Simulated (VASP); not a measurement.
A run of VASP 6.6.1 is set up as follows.

The input INCAR:

```
SYSTEM = MoPt3
PREC = Accurate
ENCUT = 520
EDIFF = 1E-6
ISMEAR = 0
SIGMA = 0.1
LREAL = .FALSE.
LASPH = .TRUE.
NELM = 150
ALGO = Normal
ISIF = 2
LWAVE = .FALSE.
LCHARG = .FALSE.
ISPIN = 2
MAGMOM = 0.5 0 0 0
LORBIT = 11
LMAXMIX = 4
GGA = PS
NBANDS = 34
```

KPOINTS

```
Automatic mesh
0
G
  10 10 10
  0 0 0
```

The input POSCAR:

```
MoPt3
1.0
    3.9795210000      0.0000000000      0.0000000000
    0.0000000000      3.9795210000      0.0000000000
    0.0000000000      0.0000000000      3.9795210000
Mo Pt
1 3
Direct
    0.0000000000      0.0000000000      0.0000000000
    0.5000000000      0.5000000000      0.0000000000
    0.5000000000      0.0000000000      0.5000000000
    0.0000000000      0.5000000000      0.5000000000
```

Potentials or basis: VASP PAW PBE potentials, release 64 (Mo_sv, Pt).

The run is started by

```bash
$ cat potpaw_PBE.64/Mo_sv/POTCAR potpaw_PBE.64/Pt/POTCAR > POTCAR
$ mpirun -np 1 vasp_std > vasp.out
```

Q: What does it give for the site moments?

A: Mo +1.33; Pt +0.11 μB.

Q: What does it give for the net moment?

A: 1.81 μB per cell.

Q: What does it give for the pressure?

A: -11.2 GPa.

Caveat: the PAW data sets were made with another functional, which shifts forces and pressure a little.
